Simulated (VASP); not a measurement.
Sr, 1 atom in the cell. Symmetry: Immm, No. 71, orthorhombic system. The conventional cell has a = 4.270 Å, b = 4.335 Å, c = 6.085 Å, α = 90.00°, β = 90.00°, γ = 90.00°. Within 5.6 Å of Sr (site symmetry mmm) lie 12 Sr at 4.27 to 4.33 Å.  This cell differs from its parent crystal: strain +0.0150 x Voigt [0, 0, 0, 0, 0, 1].

```yaml
Program: VASP 6.6.1
Task: single point
Functional: PBE
Potentials_or_basis: VASP PAW PBE potentials, release 64 (Sr_sv)
Cutoff: 520 eV
k_mesh: 14 × 14 × 14
Occupations: gaussian, width 0.15 eV
Spin: no spin polarisation
Dipole_correction: no
Further_INCAR_settings: ALGO = Fast; EDIFF = 1e-07; NBANDS = 11
```

Potentials or basis: VASP PAW PBE potentials, release 64 (Sr_sv).

Launch:

```console
$ cat potpaw_PBE.64/Sr_sv/POTCAR > POTCAR
$ mpirun -np 1 vasp_std > vasp.out
```

Hardware: 1 thread of Oxide Virtual Turin-like Processor, on a shared host.

Problem. How long does it take, and how much memory?

Solution. It took 4.8 min on 1 thread of Oxide Virtual Turin-like Processor (shared host), peak memory 0.35 GiB. Counts: scf iterations 16, k points 428.
